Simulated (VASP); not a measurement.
# Hf2S (P6_3/mmc) in VASP: further runs

Hf2S is run at these levels: PBEsol; tasks: relaxation of shape and atoms at fixed volume.

Everything below comes from runs of VASP 6.6.1. Logs are shortened: lines on timing, memory, paths and dates and some standing lists are left out, and cuts for length are marked.

## 1. The cell of the first run

Symmetry: P6_3/mmc, No. 194, hexagonal system. The conventional cell has a = 3.272 Å, b = 3.272 Å, c = 11.470 Å, α = 90.00°, β = 90.00°, γ = 120.00°. Within 3.5 Å of Hf (site symmetry 3m) lie 3 S at 2.55 Å and 10 Hf at 2.99 to 3.41 Å. Within 3.4 Å of S (site symmetry -6m2) lie 6 Hf at 2.55 Å and 6 S at 3.27 Å.

## 2. Relaxation of shape and atoms at fixed volume, PBEsol (17.72 Å³/atom)

INCAR reads:

```
SYSTEM = Hf2S
ALGO = Normal
EDIFF = 1E-6
EDIFFG = -0.01
ENCUT = 600
GGA = PS
IBRION = 2
ISIF = 4
ISMEAR = 0
LASPH = .True.
LCHARG = .False.
LREAL = .False.
LWAVE = .False.
NELM = 100
NSW = 50
PREC = Accurate
SIGMA = 0.1
```

KPOINTS reads:

```
k-points
0
Gamma
  12 12 4
  0 0 0
```

POSCAR reads:

```
Hf2S
1.0
    3.2719355850      0.0000000000      0.0000000000
   -1.6359677925      2.8335793362      0.0000000000
    0.0000000000      0.0000000000     11.4700250631
Hf S
4 2
Direct
    0.6666666667      0.3333333333      0.8988517866
    0.3333333333      0.6666666667      0.3988517866
    0.6666666667      0.3333333333      0.6011482134
    0.3333333333      0.6666666667      0.1011482134
    0.0000000000      0.0000000000      0.7500000000
    0.0000000000      0.0000000000      0.2500000000
```

Potentials or basis: VASP PAW PBE potentials, release 64 (Hf_pv, S).

On the command line:

```bash
$ cat potpaw_PBE.64/Hf_pv/POTCAR potpaw_PBE.64/S/POTCAR > POTCAR
$ mpirun -np 1 vasp_std > vasp.out
```

OUTCAR:

```text
SYSTEM = Hf2S
   EDIFF = 1E-6
   EDIFFG = -0.01
   ENCUT = 600
   GGA = PS
   IBRION = 2
   ISIF = 4
   ISMEAR = 0
   LASPH = .True.
   LREAL = .False.
   NELM = 100
   NSW = 50
   PREC = Accurate

 ion  position               nearest neighbor table
   1  0.667  0.333  0.899-   5 2.55   5 2.55   5 2.55   4 2.99   4 2.99   4 2.99   3 3.41
   2  0.333  0.667  0.399-   6 2.55   6 2.55   6 2.55   3 2.99   3 2.99   3 2.99   4 3.41
   3  0.667  0.333  0.601-   5 2.55   5 2.55   5 2.55   2 2.99   2 2.99   2 2.99   1 3.41
   4  0.333  0.667  0.101-   6 2.55   6 2.55   6 2.55   1 2.99   1 2.99   1 2.99   2 3.41
   5  0.000  0.000  0.750-   1 2.55   3 2.55   1 2.55   3 2.55   1 2.55   3 2.55
   6  0.000  0.000  0.250-   2 2.55   4 2.55   2 2.55   4 2.55   2 2.55   4 2.55

  LATTYP: Found a hexagonal cell.
 ALAT       =     3.2719355850
 C/A-ratio  =     3.5055778958

  Lattice vectors:

 A1 = (   3.2719355850,   0.0000000000,   0.0000000000)
 A2 = (  -1.6359677925,   2.8335793362,   0.0000000000)
 A3 = (   0.0000000000,   0.0000000000,  11.4700250631)

Analysis of symmetry for initial positions (statically):
=====================================================================
 Subroutine PRICEL returns:
 Original cell was already a primitive cell.

 Routine SETGRP: Setting up the symmetry group for a
 hexagonal supercell.

 Subroutine GETGRP returns: Found 24 space group operations
 (whereof 12 operations were pure point group operations)
 out of a pool of 24 trial point group operations.

The static configuration has the point symmetry D_3d.
 The point group associated with its full space group is D_6h.

Analysis of symmetry for dynamics (positions and initial velocities):
=====================================================================
 Subroutine PRICEL returns:
 Original cell was already a primitive cell.

 Routine SETGRP: Setting up the symmetry group for a
 hexagonal supercell.

 Subroutine GETGRP returns: Found 24 space group operations
 (whereof 12 operations were pure point group operations)
 out of a pool of 24 trial point group operations.

The dynamic configuration has the point symmetry D_3d.
 The point group associated with its full space group is D_6h.

 Subroutine INISYM returns: Found 24 space group operations
 (whereof 12 operations are pure point group operations),
 and found     1 'primitive' translations

----------------------------------------------------------------------------------------

                                     Primitive cell

  volume of cell :     106.3419

  direct lattice vectors                    reciprocal lattice vectors
     3.271935585  0.000000000  0.000000000     0.305629489  0.176455268  0.000000000
    -1.635967793  2.833579336  0.000000000     0.000000000  0.352910535  0.000000000
     0.000000000  0.000000000 11.470025063     0.000000000  0.000000000  0.087183768

  length of vectors
     3.271935585  3.271935585 11.470025063     0.352910535  0.352910535  0.087183768

  position of ions in fractional coordinates (direct lattice)
     0.666666667  0.333333333  0.898851787
     0.333333333  0.666666667  0.398851787
     0.666666667  0.333333333  0.601148213
     0.333333333  0.666666667  0.101148213
     0.000000000  0.000000000  0.750000000
     0.000000000  0.000000000  0.250000000

  ion indices of the primitive-cell ions
   primitive index   ion index
                 1           1
                 2           2
                 3           3
                 4           4
                 5           5
                 6           6

----------------------------------------------------------------------------------------

 KPOINTS: k-points

Automatic generation of k-mesh.
 Grid dimensions read from file:
 generate k-points for:   12   12    4

 Generating k-lattice:

  Cartesian coordinates                     Fractional coordinates (reciprocal lattice)
     0.025469124  0.014704606  0.000000000     0.083333333 -0.000000000  0.000000000
     0.000000000  0.029409211  0.000000000     0.000000000  0.083333333  0.000000000
     0.000000000  0.000000000  0.021795942     0.000000000  0.000000000  0.250000000

  Length of vectors
     0.029409211  0.029409211  0.021795942

  Shift w.r.t. Gamma in fractional coordinates (k-lattice)
     0.000000000  0.000000000  0.000000000

 Subroutine IBZKPT returns following result:
 ===========================================

 Found     57 irreducible k-points:

 Following reciprocal coordinates:
            Coordinates               Weight
  0.000000  0.000000  0.000000      1.000000
  0.083333 -0.000000  0.000000      6.000000
  0.166667  0.000000  0.000000      6.000000
  0.250000  0.000000  0.000000      6.000000
  0.333333  0.000000  0.000000      6.000000
  0.416667  0.000000  0.000000      6.000000
[... 16 lines left out ...]
  0.250000  0.000000  0.250000     12.000000
  0.333333  0.000000  0.250000     12.000000
 [... further k-points ...]
   k-points           NKPTS =     57   k-points in BZ     NKDIM =     57   number of bands    NBANDS=     31
   number of dos      NEDOS =    301   number of ions     NIONS =      6
   total plane-waves  NPLWV =  75264
   dimension x,y,z NGX =    28 NGY =   28 NGZ =   96
   dimension x,y,z NGXF=    56 NGYF=   56 NGZF=  192
   ions per type =               4   2
   NGX,Y,Z   is equivalent  to a cutoff of  14.23, 14.23, 13.91 a.u.
   NGXF,Y,Z  is equivalent  to a cutoff of  28.45, 28.45, 27.83 a.u.
 SYSTEM =  Hf2S
   PREC   = accura    normal or accurate (medium, high low for compatibility)
   ISTART =      0    job   : 0-new  1-cont  2-samecut
   ICHARG =      2    charge: 1-file 2-atom 10-const
   ISPIN  =      1    spin polarized calculation?
   LNONCOLLINEAR =      F non collinear calculations
   LSORBIT =      F    spin-orbit coupling
   LASPH  =      T    aspherical Exc in radial PAW
   ENCUT  =  600.0 eV  44.10 Ry    6.64 a.u.   6.53  6.53 22.91*2*pi/ulx,y,z
   NELM   =    100;   NELMIN=  2; NELMDL= -5     # of ELM steps
   EDIFF  = 0.1E-05   stopping-criterion for ELM
   LREAL  =      F    real-space projection
   EDIFFG = -.1E-01   stopping-criterion for IOM
   NSW    =     50    number of steps for IOM
   IBRION =      2    ionic relax: 0-MD 1-quasi-New 2-CG
   NFREE  =      1    steps in history (QN), initial steepest desc. (CG)
   ISIF   =      4    stress and relaxation
   ISYM   =      2    0-nonsym 1-usesym 2-fastsym
   POTIM  = 0.5000    time-step for ionic-motion
   TEBEG  =    0.0;   TEEND  =   0.0 temperature during run
   PSTRESS=    0.0 pullay stress
   NELECT =      52.0000    total number of electrons
   NUPDOWN=      -1.0000    fix difference up-down
   EMIN   =  10.00;   EMAX   =-10.00  energy-range for DOS
   EFERMI =   0.00;   METHOD = LEGACY
   ISMEAR =     0;   SIGMA  =   0.10  broadening in eV -4-tet -1-fermi 0-gaus
   EFERMI_NEDOS =   21; number of points for ismear=-14 and -15
   IALGO  =     38    algorithm
   IMIX   =      4    mixing-type and parameters
     AMIX     =   0.40;   BMIX     =  1.00
     AMIX_MAG =   1.60;   BMIX_MAG =  1.00
  volume/ion in A,a.u.               =      17.72       119.61
  Fermi-wavevector in a.u.,A,eV,Ry     =   1.289757  2.437287 22.632914  1.663472
  Thomas-Fermi vector in A             =   2.421630
   LORBIT       =      0    0 simple, 1 ext, 2 COOP (PROOUT), +10 PAW based schemes
   GGA     = PS    functional components
   LHFCALC =     F    Hartree Fock is set to
   AEXX    =    0.0000 exact exchange contribution
   IVDW    =     0    specifies the selected vdW correction
   LEPSILON=     F    determine dielectric tensor
   LRPA    =     F    only Hartree local field effects (RPA)
 conjugate gradient relaxation of ions
 non-spin polarized calculation
 Gauss-broadening in eV      SIGMA  =   0.10
  energy-cutoff  :      600.00
  volume of cell :      106.34
 maximum number of plane-waves:      3621
 NGX is ok and might be reduce to    28
   NGX = 13   NGY = 13   NGZ = 45

--------------------------------------- Ionic step        1  -------------------------------------------

 number of electron      51.9999999 magnetization

 Free energy of the ion-electron system (eV)
  ---------------------------------------------------
  ext. energy  EPLUGINS =         0.00000000
  ---------------------------------------------------
  free energy    TOTEN  =       -57.27767964 eV

  energy without entropy =      -57.26327786  energy(sigma->0) =      -57.27047875

------------------------ aborting loop because EDIFF is reached ----------------------------------------

  FORCE on cell =-STRESS in cart. coord.  units (eV):
  Direction    XX          YY          ZZ          XY          YZ          ZX
  --------------------------------------------------------------------------------------
  -------------------------------------------------------------------------------------
  Total        6.1516887      6.1516887      6.8526454      0.0000000      0.0000000      0.0000000
  in kB       92.6830770     92.6830770    103.2438884      0.0000000      0.0000000      0.0000000
  external PRESSURE =      96.2033475 kB  Pullay stress =       0.0000000 kB
[... 105 lines left out ...]
  energy  without entropy=      -57.2639136911  energy(sigma->0) =      -57.27159229

--------------------------------------- Ionic step        4  -------------------------------------------

 number of electron      51.9999997 magnetization

 Free energy of the ion-electron system (eV)
  ---------------------------------------------------
  ext. energy  EPLUGINS =         0.00000000
  ---------------------------------------------------
  free energy    TOTEN  =       -57.27937306 eV

  energy without entropy =      -57.26390409  energy(sigma->0) =      -57.27163858

 E-fermi :   6.9404     XC(G=0): -11.9059

 val. band max:        6.9375405028   @ k =   0.0833   0.0833   0.0000
 cond. band min:       6.9452923006   @ k =   0.2500   0.0833   0.0000
 fundamental gap:      0.0077517978
 Fermi energy:         6.9404178019

 k-point     1 :       0.0000    0.0000    0.0000
  band No.  band energies     occupation
      1     -24.1407      2.00000
      2     -23.9796      2.00000
      3     -23.5797      2.00000
      4     -23.4151      2.00000
      5     -23.4151      2.00000
      6     -23.4027      2.00000
[... 805 lines left out ...]
     30       8.8911      0.00000
     31       9.6047      0.00000

 [... further k-points ...]

------------------------ aborting loop because EDIFF is reached ----------------------------------------

  FORCE on cell =-STRESS in cart. coord.  units (eV):
  Direction    XX          YY          ZZ          XY          YZ          ZX
  --------------------------------------------------------------------------------------
  -------------------------------------------------------------------------------------
  Total        6.2747664      6.2747664      6.2658762      0.0000000     -0.0000000      0.0000000
  in kB       94.5374011     94.5374011     94.4034585      0.0000000     -0.0000000      0.0000000
  external PRESSURE =      94.4927535 kB  Pullay stress =       0.0000000 kB
[... 21 lines left out ...]
  FREE ENERGIE OF THE ION-ELECTRON SYSTEM (eV)
  ---------------------------------------------------
  free  energy   TOTEN  =       -57.2793730616 eV

  energy  without entropy=      -57.2639040898  energy(sigma->0) =      -57.27163858

 reached required accuracy - stopping structural energy minimisation
```

It took 16 min on 1 thread of Intel Xeon 8259CL, shared host; peak memory 0.36 GiB.

What came out:

```yaml
Free_energy: -57.2794 eV
Energy_gained_by_relaxing: 0.3 meV/atom
Ionic_steps: 4
Pressure_after_relaxing: 9.4 GPa
Largest_force_after_relaxing: 0.005 eV/Å
Band_gap_on_the_k_mesh: zero (bands 26 and 27 overlap by 1.05 eV)
```

Forces on the atoms (eV/Å):
```
Hf   0.000  0.000  0.005
Hf   0.000  0.000  0.005
Hf   0.000  0.000 -0.005
Hf   0.000  0.000 -0.005
S    0.000  0.000  0.000
S    0.000  0.000  0.000
```

Step by step:
| step | energy change (eV) | largest force (eV/Å) | pressure (GPa) | volume (Å³) |
| --- | --- | --- | --- | --- |
| 1 | 0.0000 | 0.0228 | 9.62 | 106.34 |
| 2 | -0.0016 | 0.0278 | 9.49 | 106.34 |
| 3 | -0.0016 | 0.0289 | 9.46 | 106.34 |
| 4 | -0.0017 | 0.0053 | 9.45 | 106.34 |

Final structure:
```yaml
crystal:
  lattice:
    - [3.26460, 0.00000, 0.00000]
    - [-1.63230, 2.82723, 0.00000]
    - [0.00000, 0.00000, 11.52161]
  atoms:
    - { symbol: Hf, position: [0.66667, 0.33333, 0.89910] }
    - { symbol: Hf, position: [0.33333, 0.66667, 0.39910] }
    - { symbol: Hf, position: [0.66667, 0.33333, 0.60090] }
    - { symbol: Hf, position: [0.33333, 0.66667, 0.10090] }
    - { symbol: S, position: [0.00000, 0.00000, 0.75000] }
    - { symbol: S, position: [0.00000, 0.00000, 0.25000] }
```

Caveat: the PAW data sets were made with another functional, which shifts forces and pressure a little; spin-orbit coupling is left out, which moves the levels of the heavy elements.

## 3. Relaxation of shape and atoms at fixed volume, PBEsol (18.29 Å³/atom)

This run uses another cell than the first one, of 18.29 Å³/atom.

INCAR reads:

```
PREC = Accurate
ENCUT = 600
EDIFF = 1E-7
ISMEAR = 0
SIGMA = 0.1
LREAL = False
LASPH = True
NELM = 100
ALGO = Normal
ISIF = 4
LWAVE = False
LCHARG = False
GGA = PS
IBRION = 2
NSW = 50
EDIFFG = -0.01
```

KPOINTS reads:

```
regular mesh
0
Gamma
  12 12 4
```

POSCAR reads:

```
Hf2S
1.0
    3.3127253704      0.0000000000      0.0000000000
   -1.6563626852      2.8689043265      0.0000000000
    0.0000000000      0.0000000000     11.5464072202
Hf S
4 2
Direct
    0.6666666667      0.3333333333      0.8986176343
    0.3333333333      0.6666666667      0.3986176343
    0.6666666667      0.3333333333      0.6013823657
    0.3333333333      0.6666666667      0.1013823657
    0.0000000000      0.0000000000      0.7500000000
    0.0000000000      0.0000000000      0.2500000000
```

Potentials or basis: VASP PAW PBE potentials, release 64 (Hf_pv, S).

On the command line:

```bash
$ cat potpaw_PBE.64/Hf_pv/POTCAR potpaw_PBE.64/S/POTCAR > POTCAR
$ mpirun -np 1 vasp_std > vasp.out
```

Run time: 17 min. Hardware: 1 thread of Intel Xeon 8259CL, shared host; peak memory 0.37 GiB.

It converged, with:

```
Free energy                  : -57.4226 eV
Energy gained by relaxing    : 0.2 meV/atom
Ionic steps                  : 4
Pressure after relaxing      : 4.2 GPa
Largest force after relaxing : 0.006 eV/Å
Band gap on the k mesh       : zero (bands 26 and 27 overlap by 1.05 eV)
```

Forces in eV/Å, atoms in the order of the input:
```
Hf   0.000  0.000  0.006
Hf   0.000  0.000  0.006
Hf   0.000  0.000 -0.006
Hf   0.000  0.000 -0.006
S    0.000  0.000  0.000
S    0.000  0.000  0.000
```

The path:
```
step  energy change (eV)  largest force (eV/Å)  pressure (GPa)  volume (Å³)
   1              0.0000                0.0116            4.28       109.74
   2             -0.0012                0.0208            4.18       109.74
   3             -0.0012                0.0222            4.17       109.74
   4             -0.0013                0.0061            4.16       109.74
```

Final structure:
```xyz
6
Lattice="3.3063 0.0000 0.0000 -1.6531 2.8633 0.0000 0.0000 0.0000 11.5915" Properties=species:S:1:pos:R:3 pbc="T T T"
Hf    1.6531    0.9544   10.4181
Hf    0.0000    1.9089    4.6223
Hf    1.6531    0.9544    6.9691
Hf    0.0000    1.9089    1.1734
S    -1.6531    2.8633    8.6936
S     3.3063    0.0000    2.8979
```

Levels at points of the mesh, in eV from the Fermi level:
| k point | band 24 | band 25 | band 26 | band 27 | band 28 | band 29 |
| --- | --- | --- | --- | --- | --- | --- |
| (0.00, 0.00, 0.00) | -0.14 | -0.07 | 0.50 | 0.50 | 0.59 | 0.59 |
| (0.50, 0.00, 0.00) | -1.33 | -1.17 | -0.68 | -0.54 | 0.93 | 1.01 |
| (0.00, 0.00, 0.50) | -1.16 | 0.43 | 0.43 | 0.43 | 0.43 | 1.44 |
| (0.50, 0.00, 0.50) | -1.80 | -0.91 | -0.91 | 0.31 | 0.31 | 1.53 |

Caveat: the PAW data sets were made with another functional, which shifts forces and pressure a little; spin-orbit coupling is left out, which moves the levels of the heavy elements.

The gap in the log of VASP goes by the Fermi energy; the results here count the filled bands.